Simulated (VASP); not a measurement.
A run of VASP 6.6.1 is set up as follows.

File INCAR:

```
PREC     = Accurate       # precision mode
ENCUT    = 520            # plane-wave cutoff, eV
EDIFF    = 1E-6           # SCF threshold, eV
ISMEAR   = -1             # smearing method
SIGMA    = 0.08           # smearing width, eV
LREAL    = F              # projectors in reciprocal space
LASPH    = T              # aspherical terms in the spheres
NELM     = 60             # most SCF steps
ALGO     = Normal         # electronic algorithm
ISIF     = 2              # what is computed and relaxed
LWAVE    = F              # write WAVECAR
LCHARG   = F              # write CHGCAR
GGA      = PE             # functional
NBANDS   = 8              # bands
```

KPOINTS

```
regular mesh
0
Gamma
  13 13 13
```

The input POSCAR:

```
Li
1.0
    0.0000000000      2.1872210312      2.1872210312
    2.1872210312      0.0000000000      2.1872210312
    2.1872210312      2.1872210312      0.0000000000
Li
1
Direct
    0.0000000000      0.0000000000      0.0000000000
```

Potentials or basis: VASP PAW PBE potentials, release 64 (Li_sv).

Launch:

```console
$ cat potpaw_PBE.64/Li_sv/POTCAR > POTCAR
$ mpirun -np 1 vasp_std > vasp.out
```

Q: What does it give for the band gap on the k mesh?

A: Zero (an odd number of electrons rules out a gap without spin polarisation).
